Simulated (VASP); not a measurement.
# Ga4As3P (P-4m2) in VASP: single point with PBE

Aim: the single point of Ga4As3P with PBE.

Everything below comes from runs of VASP 6.6.1. Logs are shortened: lines on timing, memory, paths and dates and some standing lists are left out, and cuts for length are marked.

**1. The cell of the first run**

It takes space group P-4m2 (No. 115, tetragonal). Conventional cell: a = 4.019 Å, b = 4.019 Å, c = 11.371 Å, α = 90.00°, β = 90.00°, γ = 90.00°. Ga (site symmetry 2mm) has 2 P at 2.42 Å and 2 As at 2.48 Å within 3.2 Å. Within 3.3 Å of Ga (site symmetry 2mm) lie 4 As at 2.48 Å. Within 3.2 Å of P (site symmetry -4m2) lie 4 Ga at 2.42 Å. As (site symmetry 2mm) has 4 Ga at 2.48 Å within 3.3 Å. Within 3.3 Å of As (site symmetry -4m2) lie 4 Ga at 2.48 Å.

**2. Single point, PBE**

The input, INCAR:

```
PREC     = Accurate       # precision mode
ENCUT    = 520            # plane-wave cutoff, eV
EDIFF    = 1E-6           # SCF threshold, eV
ISMEAR   = 0              # smearing method
SIGMA    = 0.02           # smearing width, eV
LREAL    = F              # projectors in reciprocal space
LASPH    = T              # aspherical terms in the spheres
NELM     = 60             # most SCF steps
ALGO     = Normal         # electronic algorithm
ISIF     = 2              # what is computed and relaxed
LWAVE    = F              # write WAVECAR
LCHARG   = F              # write CHGCAR
GGA      = PE             # functional
NBANDS   = 46             # bands
```

The input, KPOINTS:

```
Automatic mesh
0
Gamma
  10 10 4
```

The input, POSCAR:

```
Ga4As3P
1.0
    4.0188734056      0.0000000000      0.0000000000
    0.0000000000      4.0188734056      0.0000000000
    0.0000000000      0.0000000000     11.3713467547
Ga P As
4 1 3
Direct
    0.5000000000      0.0000000000      0.8818543346
    0.0000000000      0.5000000000      0.1181456654
    0.5000000000      0.0000000000      0.3725962458
    0.0000000000      0.5000000000      0.6274037542
    0.0000000000      0.0000000000      0.0000000000
    0.5000000000      0.5000000000      0.2454291793
    0.0000000000      0.0000000000      0.5000000000
    0.5000000000      0.5000000000      0.7545708207
```

Potentials or basis: VASP PAW PBE potentials, release 64 (Ga_d, P, As).

Command:

```
$ cat potpaw_PBE.64/Ga_d/POTCAR potpaw_PBE.64/P/POTCAR potpaw_PBE.64/As/POTCAR > POTCAR
$ mpirun -np 1 vasp_std > vasp.out
```

OUTCAR:

```text
PREC = Accurate
   ENCUT = 520
   EDIFF = 1E-6
   ISMEAR = 0
   LREAL = F
   LASPH = T
   NELM = 60
   ISIF = 2
   GGA = PE

 ion  position               nearest neighbor table
   1  0.500  0.000  0.882-   5 2.42   5 2.42   8 2.48   8 2.48
   2  0.000  0.500  0.118-   5 2.42   5 2.42   6 2.48   6 2.48
   3  0.500  0.000  0.373-   6 2.48   6 2.48   7 2.48   7 2.48
   4  0.000  0.500  0.627-   8 2.48   8 2.48   7 2.48   7 2.48
   5  0.000  0.000  0.000-   1 2.42   2 2.42   2 2.42   1 2.42
   6  0.500  0.500  0.245-   3 2.48   3 2.48   2 2.48   2 2.48
   7  0.000  0.000  0.500-   3 2.48   4 2.48   4 2.48   3 2.48
   8  0.500  0.500  0.755-   4 2.48   4 2.48   1 2.48   1 2.48

  LATTYP: Found a simple tetragonal cell.
 ALAT       =     4.0188734056
 C/A-ratio  =     2.8294861786

  Lattice vectors:

 A1 = (   4.0188734056,   0.0000000000,   0.0000000000)
 A2 = (   0.0000000000,   4.0188734056,   0.0000000000)
 A3 = (   0.0000000000,   0.0000000000,  11.3713467547)

Analysis of symmetry for initial positions (statically):
=====================================================================
 Subroutine PRICEL returns:
 Original cell was already a primitive cell.

 Routine SETGRP: Setting up the symmetry group for a
 simple tetragonal supercell.

 Subroutine GETGRP returns: Found  8 space group operations
 (whereof  8 operations were pure point group operations)
 out of a pool of 16 trial point group operations.

The static configuration has the point symmetry D_2d.

Analysis of symmetry for dynamics (positions and initial velocities):
=====================================================================
 Subroutine PRICEL returns:
 Original cell was already a primitive cell.

 Routine SETGRP: Setting up the symmetry group for a
 simple tetragonal supercell.

 Subroutine GETGRP returns: Found  8 space group operations
 (whereof  8 operations were pure point group operations)
 out of a pool of 16 trial point group operations.

The dynamic configuration has the point symmetry D_2d.

 Subroutine INISYM returns: Found  8 space group operations
 (whereof  8 operations are pure point group operations),
 and found     1 'primitive' translations

----------------------------------------------------------------------------------------

                                     Primitive cell

  volume of cell :     183.6625

  direct lattice vectors                    reciprocal lattice vectors
[... 106 lines left out ...]
   ISYM   =      2    0-nonsym 1-usesym 2-fastsym
   POTIM  = 0.5000    time-step for ionic-motion
   TEBEG  =    0.0;   TEEND  =   0.0 temperature during run
   PSTRESS=    0.0 pullay stress
   NELECT =      72.0000    total number of electrons
   NUPDOWN=      -1.0000    fix difference up-down
   EMIN   =  10.00;   EMAX   =-10.00  energy-range for DOS
   EFERMI =   0.00;   METHOD = LEGACY
   ISMEAR =     0;   SIGMA  =   0.02  broadening in eV -4-tet -1-fermi 0-gaus
   EFERMI_NEDOS =   21; number of points for ismear=-14 and -15
   IALGO  =     38    algorithm
   IMIX   =      4    mixing-type and parameters
     AMIX     =   0.40;   BMIX     =  1.00
     AMIX_MAG =   1.60;   BMIX_MAG =  1.00
  volume/ion in A,a.u.               =      22.96       154.93
  Fermi-wavevector in a.u.,A,eV,Ry     =   1.198153  2.264180 19.532112  1.435570
  Thomas-Fermi vector in A             =   2.334049
   LORBIT       =      0    0 simple, 1 ext, 2 COOP (PROOUT), +10 PAW based schemes
   GGA     = PE    functional components
   LHFCALC =     F    Hartree Fock is set to
   AEXX    =    0.0000 exact exchange contribution
   IVDW    =     0    specifies the selected vdW correction
   LEPSILON=     F    determine dielectric tensor
   LRPA    =     F    only Hartree local field effects (RPA)
 non-spin polarized calculation
 Gauss-broadening in eV      SIGMA  =   0.02
  energy-cutoff  :      520.00
  volume of cell :      183.66
 maximum number of plane-waves:      4994
 NGX is ok and might be reduce to    30
   NGX = 15   NGY = 15   NGZ = 43

 number of electron      72.0000042 magnetization

 Free energy of the ion-electron system (eV)
  ---------------------------------------------------
  ext. energy  EPLUGINS =         0.00000000
  ---------------------------------------------------
  free energy    TOTEN  =       -33.90227262 eV

  energy without entropy =      -33.90227262  energy(sigma->0) =      -33.90227262

 E-fermi :   3.8424     XC(G=0):  -9.4561

 val. band max:        3.7208642501   @ k =   0.0000   0.0000   0.0000
 cond. band min:       4.1942793045   @ k =   0.0000   0.0000   0.0000
 fundamental gap:      0.4734150543
 Fermi energy:         3.8423764161

 k-point     1 :       0.0000    0.0000    0.0000
  band No.  band energies     occupation
      1     -11.0839      2.00000
      2     -11.0382      2.00000
      3     -11.0303      2.00000
      4     -10.9951      2.00000
      5     -10.9951      2.00000
      6     -10.9776      2.00000
[... 1165 lines left out ...]
     45       8.0090      0.00000
     46       8.6143      0.00000

 [... further k-points ...]

------------------------ aborting loop because EDIFF is reached ----------------------------------------

  FORCE on cell =-STRESS in cart. coord.  units (eV):
  Direction    XX          YY          ZZ          XY          YZ          ZX
  --------------------------------------------------------------------------------------
  -------------------------------------------------------------------------------------
  Total        0.1875708      0.1875708      0.1941009      0.0000000     -0.0000000      0.0000000
  in kB        1.6362712      1.6362712      1.6932366      0.0000000     -0.0000000      0.0000000
  external PRESSURE =       1.6552597 kB  Pullay stress =       0.0000000 kB

 VOLUME and BASIS-vectors are now :
 -----------------------------------------------------------------------------
  energy-cutoff  :      520.00
  volume of cell :      183.66
      direct lattice vectors                 reciprocal lattice vectors
     4.018873406  0.000000000  0.000000000     0.248825952  0.000000000  0.000000000
     0.000000000  4.018873406  0.000000000     0.000000000  0.248825952  0.000000000
     0.000000000  0.000000000 11.371346755     0.000000000  0.000000000  0.087940331

 POSITION                                       TOTAL-FORCE (eV/Angst)
 -----------------------------------------------------------------------------------
      2.00944      0.00000     10.02787         0.000000     -0.000000      0.015027
      0.00000      2.00944      1.34348         0.000000      0.000000     -0.015027
      2.00944      0.00000      4.23692         0.000000      0.000000     -0.001214
      0.00000      2.00944      7.13443        -0.000000      0.000000      0.001214
      0.00000      0.00000      0.00000         0.000000      0.000000      0.000000
      2.00944      2.00944      2.79086         0.000000      0.000000     -0.000441
      0.00000      0.00000      5.68567         0.000000      0.000000      0.000000
      2.00944      2.00944      8.58049         0.000000     -0.000000      0.000441
 -----------------------------------------------------------------------------------
    total drift:                                0.000000      0.000000     -0.000000

  FREE ENERGIE OF THE ION-ELECTRON SYSTEM (eV)
  ---------------------------------------------------
  free  energy   TOTEN  =       -33.9022726151 eV

  energy  without entropy=      -33.9022726151  energy(sigma->0) =      -33.90227262
```

Run time: 17 min. Hardware: 1 thread of Intel Xeon 8259CL, shared host; peak memory 0.52 GiB.

Results:

```
Free energy            : -33.9023 eV
Pressure               : 0.2 GPa
Largest force          : 0.015 eV/Å
Band gap on the k mesh : 0.47 eV
```

Forces on the atoms (eV/Å):
```
Ga   0.000  0.000  0.015
Ga   0.000  0.000 -0.015
Ga   0.000  0.000 -0.001
Ga   0.000  0.000  0.001
P    0.000  0.000  0.000
As   0.000  0.000  0.000
As   0.000  0.000  0.000
As   0.000  0.000  0.000
```

Caveat: semilocal functionals underestimate gaps, and a narrow one can read as zero.
